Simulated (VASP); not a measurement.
Ca:

```xyz
1
Lattice="0.0000 2.8005 2.8005 2.8005 0.0000 2.8005 2.8005 2.8005 0.0000" Properties=species:S:1:pos:R:3 pbc="T T T"
Ca    0.0000    0.0000    0.0000
```

| Quantity | Value |
| --- | --- |
| Program | VASP 6.6.1 |
| Task | relaxation of cell and atoms |
| Functional | LDA |
| Potentials or basis | VASP PAW LDA potentials, release 64 (Ca_sv) |
| Cutoff | 600 eV |
| k mesh | 14 × 14 × 14 |
| Occupations | gaussian, width 0.1 eV |
| Spin | no spin polarisation |

At the start: pressure -2.2 GPa; volume 43.93 Å³/atom.

Problem. How do energy, volume and symmetry change on relaxing?

Solution. Over 4 steps the energy falls by 44.3 meV/atom and the volume is 38.05 Å³/atom (-13.4 %); space group Fm-3m (No. 225, to 0.05 Å).

Step by step:
```tsv
step	energy change (eV)	largest force (eV/Å)	pressure (GPa)	volume (Å³)
1	0.0000	0.0000	-2.21	43.93
2	-0.0377	0.0000	-0.96	40.19
3	-0.0443	0.0000	-0.07	38.19
4	-0.0443	0.0000	0.00	38.05
```

Final structure:
```
Ca
1.0
     0.00000    2.66967    2.66967
     2.66967    0.00000    2.66967
     2.66967    2.66967    0.00000
Ca
1
Direct
  0.00000 0.00000 0.00000
```

Caveat: the volume moved by -13 % from the deposited cell, more than functionals usually miss.
